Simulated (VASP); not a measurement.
A run of VASP 6.6.1:

INCAR

```
  PREC = Accurate
  ENCUT = 520
  EDIFF = 1E-6
  ISMEAR = 0
  SIGMA = 0.1
  LREAL = False
  LASPH = True
  NELM = 100
  ALGO = Normal
  ISIF = 2
  LWAVE = False
  LCHARG = True
  GGA = PE
  LELF = True
  LVHAR = True
  NBANDS = 11
```

File KPOINTS:

```
regular mesh
0
Gamma
  16 16 8
```

POSCAR

```
Si
1.0
    2.6588335983     -0.0250564286     -0.0153803822
   -1.3511163028      2.2900988873     -0.0153943873
   -0.0260011737     -0.0450626927      4.4610713892
Si
2
Direct
    0.3549928116      0.6450071884      0.2500000000
    0.6450071884      0.3549928116      0.7500000000
```

Potentials or basis: VASP PAW PBE potentials, release 64 (Si).

Launch:

```sh
$ cat potpaw_PBE.64/Si/POTCAR > POTCAR
$ mpirun -np 1 vasp_std > vasp.out
```

Hardware: 1 thread of AMD EPYC 7R13 Processor (Zen 3) (shared host).

Estimate the wall time of this run.

Run time: 66 s on 1 thread of AMD EPYC 7R13 Processor (Zen 3), on a shared host, peak memory 0.2 GiB. Counts: scf iterations 9, k points 554.
